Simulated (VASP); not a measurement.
# Si (I4/mmm) in VASP: a series of runs

Si is run at these levels: PBE+D3(BJ); tasks: single point.

Program: VASP 6.6.1. These are calculated values, not measurements. Logs are shortened: lines on timing, memory, paths and dates and some standing lists are left out, and cuts for length are marked.

## Step 1: The cell of the first run

It takes space group I4/mmm (No. 139, tetragonal). The conventional cell has a = 2.688 Å, b = 2.688 Å, c = 4.086 Å, α = 90.00°, β = 90.00°, γ = 90.00°. Within 3.5 Å of Si (site symmetry 4/mmm) lie 12 Si at 2.69 to 2.79 Å.

## Step 2: Single point, PBE+D3(BJ) (strain +0.0750 x Voigt [0, 1, 0, 0, 0, 0])

INCAR reads:

```
SYSTEM = Si
PREC = Accurate
ENCUT = 520
EDIFF = 1E-7
ISMEAR = 0
SIGMA = 0.15
LREAL = .FALSE.
LASPH = .TRUE.
NELM = 100
ALGO = Normal
ISIF = 2
LWAVE = .FALSE.
LCHARG = .FALSE.
GGA = PE
IVDW = 12
NBANDS = 8
```

KPOINTS reads:

```
Automatic mesh
0
G
  28 28 28
  0 0 0
```

POSCAR reads:

```
Si
1.0
    0.0000000000      2.0430594768      1.9005204435
    1.9005204435      0.0000000000      1.9005204435
    1.9005204435      2.0430594768      0.0000000000
Si
1
Direct
    0.0000000000      0.0000000000      0.0000000000
```

Potentials or basis: VASP PAW PBE potentials, release 64 (Si).

Launch:

```bash
$ cat potpaw_PBE.64/Si/POTCAR > POTCAR
$ mpirun -np 1 vasp_std > vasp.out
```

OUTCAR:

```text
SYSTEM = Si
   PREC = Accurate
   ENCUT = 520
   EDIFF = 1E-7
   ISMEAR = 0
   LREAL = .FALSE.
   LASPH = .TRUE.
   NELM = 100
   ISIF = 2
   GGA = PE
   IVDW = 12
 IVDW          = 12

 ion  position               nearest neighbor table
   1  0.000  0.000  0.000-

  LATTYP: Found a body centered tetragonal cell.
 ALAT       =     2.6877417868
 C/A-ratio  =     1.5202795796

  Lattice vectors:

 A1 = (   0.0000000000,  -2.0430594768,   1.9005204435)
 A2 = (   0.0000000000,  -2.0430594768,  -1.9005204435)
 A3 = (   1.9005204435,   2.0430594768,   0.0000000000)

Analysis of symmetry for initial positions (statically):
=====================================================================
 Subroutine PRICEL returns:
 Original cell was already a primitive cell.

 Routine SETGRP: Setting up the symmetry group for a
 body centered tetragonal supercell.

 Subroutine GETGRP returns: Found 16 space group operations
 (whereof 16 operations were pure point group operations)
 out of a pool of 16 trial point group operations.

The static configuration has the point symmetry D_4h.

Analysis of symmetry for dynamics (positions and initial velocities):
=====================================================================
 Subroutine PRICEL returns:
 Original cell was already a primitive cell.

 Routine SETGRP: Setting up the symmetry group for a
 body centered tetragonal supercell.

 Subroutine GETGRP returns: Found 16 space group operations
 (whereof 16 operations were pure point group operations)
 out of a pool of 16 trial point group operations.

The dynamic configuration has the point symmetry D_4h.

 Subroutine INISYM returns: Found 16 space group operations
 (whereof 16 operations are pure point group operations),
 and found     1 'primitive' translations

----------------------------------------------------------------------------------------

                                     Primitive cell

  volume of cell :      14.7590

  direct lattice vectors                    reciprocal lattice vectors
     0.000000000  2.043059477  1.900520444    -0.263085831  0.244731005  0.263085831
     1.900520444  0.000000000  1.900520444     0.263085831 -0.244731005  0.263085831
     1.900520444  2.043059477  0.000000000     0.263085831  0.244731005 -0.263085831

  length of vectors
     2.790353021  2.687741787  2.790353021     0.445333104  0.445333104  0.445333104

  position of ions in fractional coordinates (direct lattice)
     0.000000000  0.000000000  0.000000000

  ion indices of the primitive-cell ions
   primitive index   ion index
                 1           1

----------------------------------------------------------------------------------------

 KPOINTS: Automatic mesh

Automatic generation of k-mesh.
 Grid dimensions read from file:
 generate k-points for:   28   28   28

 Generating k-lattice:

  Cartesian coordinates                     Fractional coordinates (reciprocal lattice)
    -0.009395923  0.008740393  0.009395923     0.035714286  0.000000000  0.000000000
     0.009395923 -0.008740393  0.009395923     0.000000000  0.035714286  0.000000000
     0.009395923  0.008740393 -0.009395923     0.000000000  0.000000000  0.035714286

  Length of vectors
     0.015904754  0.015904754  0.015904754

  Shift w.r.t. Gamma in fractional coordinates (k-lattice)
     0.000000000  0.000000000  0.000000000

 Subroutine IBZKPT returns following result:
 ===========================================

 Found   1639 irreducible k-points:

 Following reciprocal coordinates:
            Coordinates               Weight
  0.000000  0.000000  0.000000      1.000000
  0.035714  0.000000  0.000000      8.000000
  0.071429  0.000000  0.000000      8.000000
  0.107143  0.000000 -0.000000      8.000000
  0.142857  0.000000  0.000000      8.000000
  0.178571  0.000000  0.000000      8.000000
[... 16 lines left out ...]
  0.285714  0.035714  0.000000     16.000000
  0.321429  0.035714 -0.000000     16.000000
 [... further k-points ...]
   k-points           NKPTS =   1639   k-points in BZ     NKDIM =   1639   number of bands    NBANDS=      8
   number of dos      NEDOS =    301   number of ions     NIONS =      1
   total plane-waves  NPLWV =  11520
   dimension x,y,z NGX =    24 NGY =   20 NGZ =   24
   dimension x,y,z NGXF=    48 NGYF=   40 NGZF=   48
   ions per type =               1
   NGX,Y,Z   is equivalent  to a cutoff of  14.30, 12.37, 14.30 a.u.
   NGXF,Y,Z  is equivalent  to a cutoff of  28.60, 24.74, 28.60 a.u.
 SYSTEM =  Si
   PREC   = accura    normal or accurate (medium, high low for compatibility)
   ISTART =      0    job   : 0-new  1-cont  2-samecut
   ICHARG =      2    charge: 1-file 2-atom 10-const
   ISPIN  =      1    spin polarized calculation?
   LNONCOLLINEAR =      F non collinear calculations
   LSORBIT =      F    spin-orbit coupling
   LASPH  =      T    aspherical Exc in radial PAW
   ENCUT  =  520.0 eV  38.22 Ry    6.18 a.u.   5.19  5.00  5.19*2*pi/ulx,y,z
   NELM   =    100;   NELMIN=  2; NELMDL= -5     # of ELM steps
   EDIFF  = 0.1E-06   stopping-criterion for ELM
   LREAL  =      F    real-space projection
   EDIFFG = 0.1E-05   stopping-criterion for IOM
   NSW    =      0    number of steps for IOM
   IBRION =     -1    ionic relax: 0-MD 1-quasi-New 2-CG
   NFREE  =      0    steps in history (QN), initial steepest desc. (CG)
   ISIF   =      2    stress and relaxation
   ISYM   =      2    0-nonsym 1-usesym 2-fastsym
   POTIM  = 0.5000    time-step for ionic-motion
   TEBEG  =    0.0;   TEEND  =   0.0 temperature during run
   PSTRESS=    0.0 pullay stress
   NELECT =       4.0000    total number of electrons
   NUPDOWN=      -1.0000    fix difference up-down
   EMIN   =  10.00;   EMAX   =-10.00  energy-range for DOS
   EFERMI =   0.00;   METHOD = LEGACY
   ISMEAR =     0;   SIGMA  =   0.15  broadening in eV -4-tet -1-fermi 0-gaus
   EFERMI_NEDOS =   21; number of points for ismear=-14 and -15
   IALGO  =     38    algorithm
   IMIX   =      4    mixing-type and parameters
     AMIX     =   0.40;   BMIX     =  1.00
     AMIX_MAG =   1.60;   BMIX_MAG =  1.00
  volume/ion in A,a.u.               =      14.76        99.60
  Fermi-wavevector in a.u.,A,eV,Ry     =   1.059439  2.002050 15.271341  1.122412
  Thomas-Fermi vector in A             =   2.194785
   LORBIT       =      0    0 simple, 1 ext, 2 COOP (PROOUT), +10 PAW based schemes
   GGA     = PE    functional components
   LHFCALC =     F    Hartree Fock is set to
   AEXX    =    0.0000 exact exchange contribution
   IVDW    =    12    specifies the selected vdW correction
   LEPSILON=     F    determine dielectric tensor
   LRPA    =     F    only Hartree local field effects (RPA)
 non-spin polarized calculation
 Gauss-broadening in eV      SIGMA  =   0.15
  energy-cutoff  :      520.00
  volume of cell :       14.76
 maximum number of plane-waves:       412
 NGX is ok and might be reduce to    24
   NGX = 11   NGY =  9   NGZ = 11

 number of electron       4.0000000 magnetization

 Free energy of the ion-electron system (eV)
  ---------------------------------------------------
  ext. energy  EPLUGINS =         0.00000000
  ---------------------------------------------------
  free energy    TOTEN  =        -4.89136270 eV

  energy without entropy =       -4.88618826  energy(sigma->0) =       -4.88877548

 E-fermi :   9.9344     XC(G=0): -11.1142

 val. band max:        9.9341678286   @ k =   0.3214   0.0714   0.0357
 cond. band min:       9.9344613650   @ k =   0.2857  -0.2500   0.0357
 fundamental gap:      0.0002935364
 Fermi energy:         9.9344453632

 k-point     1 :       0.0000    0.0000    0.0000
  band No.  band energies     occupation
      1      -4.3612      2.00000
      2      20.8119      0.00000
      3      20.8120      0.00000
      4      20.8120      0.00000
      5      21.1926      0.00000
      6      22.1500      0.00000
      7      22.1500      0.00000
      8      26.6790      0.00000

 k-point     2 :       0.0357    0.0000    0.0000
  band No.  band energies     occupation
      1      -4.3245      2.00000
      2      19.9088      0.00000
      3      20.5018      0.00000
      4      20.6557      0.00000
      5      21.7815      0.00000
      6      22.3592      0.00000
      7      22.4664      0.00000
      8      26.5258      0.00000

 k-point     3 :       0.0714    0.0000    0.0000
  band No.  band energies     occupation
      1      -4.2143      2.00000
      2      18.5728      0.00000
      3      19.9948      0.00000
      4      20.3411      0.00000
      5      22.4158      0.00000
      6      22.8149      0.00000
      7      22.8290      0.00000
      8      26.1691      0.00000

 k-point     4 :       0.1071    0.0000   -0.0000
  band No.  band energies     occupation
      1      -4.0308      2.00000
      2      17.1132      0.00000
      3      19.5047      0.00000
      4      20.0135      0.00000
      5      22.9102      0.00000
      6      22.9738      0.00000
      7      23.3995      0.00000
      8      25.8404      0.00000

 k-point     5 :       0.1429    0.0000    0.0000
  band No.  band energies     occupation
      1      -3.7742      2.00000
      2      15.6162      0.00000
      3      19.0606      0.00000
      4      19.7188      0.00000
      5      22.8694      0.00000
      6      23.2236      0.00000
      7      23.9852      0.00000
      8      25.8309      0.00000
[... 177 lines left out ...]
 k-point    22 :       0.2500    0.0357   -0.0000
  band No.  band energies     occupation
      1      -2.6868      2.00000
      2      11.6826      0.00000
      3      17.5928      0.00000
      4      19.3033      0.00000
      5      22.1335      0.00000
      6      23.5955      0.00000
      7      24.0337      0.00000
      8      26.5684      0.00000

 k-point    23 :       0.2857    0.0357    0.0000
  band No.  band energies     occupation
      1      -2.1633      2.00000
      2      10.2866      0.00090
      3      17.3651      0.00000
      4      19.1666      0.00000
      5      21.6846      0.00000
      6      23.4873      0.00000
      7      23.5644      0.00000
      8      27.2969      0.00000

 k-point    24 :       0.3214    0.0357   -0.0000
  band No.  band energies     occupation
      1      -1.5691      2.00000
      2       8.9414      2.00000
      3      17.1922      0.00000
      4      19.0738      0.00000
      5      21.2300      0.00000
      6      22.9544      0.00000
      7      23.5227      0.00000
      8      27.8208      0.00000

 [... further k-points ...]

------------------------ aborting loop because EDIFF is reached ----------------------------------------

 Edisp (eV)   -0.41977

 E8    (eV) :    -0.1715

  FORCE on cell =-STRESS in cart. coord.  units (eV):
  Direction    XX          YY          ZZ          XY          YZ          ZX
  --------------------------------------------------------------------------------------
  -------------------------------------------------------------------------------------
  Total      -0.61332    -0.46329    -0.61332     0.00000     0.00000     0.00000
  in kB     -66.57949   -50.29309   -66.57949     0.00000     0.00000     0.00000
  external pressure =      -61.15 kB  Pullay stress =        0.00 kB

 VOLUME and BASIS-vectors are now :
 -----------------------------------------------------------------------------
  energy-cutoff  :      520.00
  volume of cell :       14.76
      direct lattice vectors                 reciprocal lattice vectors
     0.000000000  2.043059477  1.900520444    -0.263085831  0.244731005  0.263085831
     1.900520444  0.000000000  1.900520444     0.263085831 -0.244731005  0.263085831
     1.900520444  2.043059477  0.000000000     0.263085831  0.244731005 -0.263085831

 POSITION                                       TOTAL-FORCE (eV/Angst)
 -----------------------------------------------------------------------------------
      0.00000      0.00000      0.00000         0.000000      0.000000      0.000000
 -----------------------------------------------------------------------------------
    total drift:                                0.000000     -0.000000     -0.000000

  FREE ENERGIE OF THE ION-ELECTRON SYSTEM (eV)
  ---------------------------------------------------
  free  energy   TOTEN  =        -5.3111375447 eV

  energy  without entropy=       -5.3059631131  energy(sigma->0) =       -5.30855033
```

It took 58 s on 1 thread of Intel Xeon Platinum 8559C (Emerald Rapids), shared host; peak memory 0.28 GiB.

Results:

```yaml
Free_energy: -5.3111 eV
Pressure: -6.1 GPa
Band_gap_on_the_k_mesh: zero (bands 2 and 3 overlap by 14.56 eV)
Dispersion_energy_per_atom: -0.420 eV
```

Caveat: the cell differs from its parent crystal (strain +0.0750 x Voigt [0, 1, 0, 0, 0, 0]); the cell stands under tension.

## Step 3: Single point, PBE+D3(BJ) (strain +0.0875 x Voigt [0, 1, 0, 0, 0, 0])

INCAR reads:

```
  ALGO = Normal
  EDIFF = 1E-7
  ENCUT = 520
  GGA = PE
  ISIF = 2
  ISMEAR = 0
  IVDW = 12
  LASPH = True
  LCHARG = False
  LREAL = False
  LWAVE = False
  NBANDS = 8
  NELM = 80
  PREC = Accurate
  SIGMA = 0.15
```

KPOINTS reads:

```
k-points
0
Gamma
  28 28 28
```

POSCAR reads:

```
Si
1.0
    0.0000000000      2.0668159823      1.9005204435
    1.9005204435      0.0000000000      1.9005204435
    1.9005204435      2.0668159823      0.0000000000
Si
1
Direct
    0.0000000000      0.0000000000      0.0000000000
```

Potentials or basis: VASP PAW PBE potentials, release 64 (Si).

Launch:

```bash
$ cat potpaw_PBE.64/Si/POTCAR > POTCAR
$ mpirun -np 1 vasp_std > vasp.out
```

Run time: 56 s. Hardware: 1 thread of Intel Xeon Platinum 8559C (Emerald Rapids), shared host; peak memory 0.28 GiB.

The run converged. Its results:

```
Free energy                : -5.3053 eV
Pressure                   : -6.8 GPa
Band gap on the k mesh     : zero (bands 2 and 3 overlap by 14.41 eV)
Dispersion energy per atom : -0.415 eV
```

Stress tensor (GPa, compression positive):
```
-7.30  0.00  0.00
 0.00 -5.86  0.00
 0.00  0.00 -7.30
```

Levels at points of the mesh, in eV from the Fermi level:
```tsv
k point	band 1	band 2	band 3	band 4	band 5
(0.00, 0.00, 0.00)	-14.19	10.71	10.74	10.74	11.13
(0.50, 0.00, 0.00)	-7.53	-6.77	7.09	9.28	9.46
(0.50, 0.50, 0.00)	-4.84	-3.87	2.21	3.03	4.21
(0.50, 0.00, 0.50)	-5.91	-5.80	4.14	4.14	5.05
```

Caveat: the cell differs from its parent crystal (strain +0.0875 x Voigt [0, 1, 0, 0, 0, 0]); the cell stands under tension.
